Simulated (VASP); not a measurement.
Crystal: TePb.

```xyz
2
Lattice="0.0000 3.2310 3.2310 3.2310 0.0000 3.2310 3.2310 3.2310 0.0000" Properties=species:S:1:pos:R:3 pbc="T T T"
Te    3.2310    3.2310    3.2310
Pb    0.0000    0.0000    0.0000
```

```yaml
Program: VASP 6.6.1
Task: relaxation of cell and atoms
Functional: PBE
Potentials_or_basis: VASP PAW PBE potentials, release 64 (Te, Pb_d)
Cutoff: 600 eV
k_mesh: 6 × 6 × 6
Occupations: fermi-dirac, width 0.02 eV
Spin: no spin polarisation
```

At the start: pressure 2.1 GPa; volume 33.73 Å³/atom.

Q: Where does the relaxation end?

A: Over 3 steps the energy falls by 10.7 meV/atom and the volume is 35.42 Å³/atom (+5.0 %); space group Fm-3m (No. 225, to 0.05 Å).

The path:
```tsv
step	energy change (eV)	largest force (eV/Å)	pressure (GPa)	volume (Å³)
1	0.0000	0.0000	2.11	67.46
2	-0.0196	0.0000	-0.55	71.89
3	-0.0214	0.0000	0.00	70.84
```

Final structure:
```
CELL_PARAMETERS angstrom
0.00000 3.28417 3.28417
3.28417 0.00000 3.28417
3.28417 3.28417 0.00000
ATOMIC_POSITIONS crystal
Te 0.50000 0.50000 0.50000
Pb 0.00000 0.00000 0.00000
```
